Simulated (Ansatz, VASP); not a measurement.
# One calculation of Te2Mo, two programs

The input POSCAR:

```
Te2Mo
1.0
    3.6300590280      0.0000000000      0.0000000000
   -1.8150295140      3.1437233354      0.0000000000
    0.0000000000      0.0000000000     17.8677540541
Te Mo
2 1
Direct
    0.3333333333      0.6666666667      0.1021445500
    0.3333333333      0.6666666667      0.8978554500
    0.0000000000      0.0000000000      0.0000000000
```

Contents of INCAR.step1:

```
SYSTEM = Te2Mo
PREC = Accurate ; ENCUT = 520
ISMEAR = -1 ; SIGMA = 0.05
LREAL = .FALSE. ; LASPH = .TRUE.
NELM = 60 ; NBANDS = 20
GGA = PE ; ALGO = Normal
EDIFF = 1E-4 ; LWAVE = .TRUE.
LCHARG = .FALSE.
```

The input INCAR.step2:

```
SYSTEM = Te2Mo
PREC = Accurate ; ENCUT = 520
EDIFF = 1E-6 ; ISMEAR = -1
SIGMA = 0.05 ; LREAL = .FALSE.
LASPH = .TRUE. ; NELM = 60
ALGO = Normal ; ISIF = 2
LWAVE = .FALSE. ; LCHARG = .FALSE.
METAGGA = R2SCAN ; LMIXTAU = .TRUE.
NBANDS = 20 ; ISTART = 1
```

File KPOINTS:

```
Automatic mesh
0
G
  9 9 2
  0 0 0
```

Contents of input.yaml:

```yaml
crystal:
  lattice:
    - [3.630059028, 0.0, 0.0]
    - [-1.815029514, 3.1437233354, 0.0]
    - [0.0, 0.0, 17.8677540541]
  atoms:
    - { symbol: Te, position: [0.3333333333, 0.6666666667, 0.10214455] }
    - { symbol: Te, position: [0.3333333333, 0.6666666667, 0.89785545] }
    - { symbol: Mo, position: [0.0, 0.0, 0.0] }
hamiltonian:
  xc: r2scan
  pseudopotentials: { kind: paw }
kpoints:
  mp_grid: { grid: [9, 9, 2] }
scf:
  occupations: { method: fermi_dirac, width: 0.05 }
output:
  forces: true
  stress: true
  eigenvalues: true
```

Alike in both runs: task single point; functional r2SCAN; k mesh 9 × 9 × 2; occupations fermi-dirac, width 0.05 eV; no spin polarisation.

|  | VASP | Ansatz |
| --- | --- | --- |
| version | VASP 6.6.1 | Ansatz 0.2.0 |
| potentials or method | VASP PAW PBE potentials, release 64 (Te, Mo_sv) | Ansatz PAW |
| plane-wave cutoff (eV) | 520 | 500 |
| valence electrons in the cell | 26 | 46 |

```csv
,VASP,Ansatz,Ansatz less VASP
gap on the k mesh at the Fermi level (eV),1.03,1.03,-0.002
least direct gap on the mesh (eV),1.03,1.03,-0.002
rms of the force components (eV/Å),0.357,0.368,+0.0104
```

VASP's potentials were made for PBE, not for r2SCAN. Atom by atom the forces differ by 0.010 eV/Å (rms over components). The functional is the same, so the differences come from potentials, cutoffs and numerics. VASP's potentials hold 26 valence electrons a cell and Ansatz's 46, so a difference there can come from the potentials and not from the codes.

Neither program's run includes spin-orbit coupling. Noted on Ansatz's run: odd divisions of the mesh miss points on the zone boundary, where band edges often lie, so the gap on the mesh can be too wide.
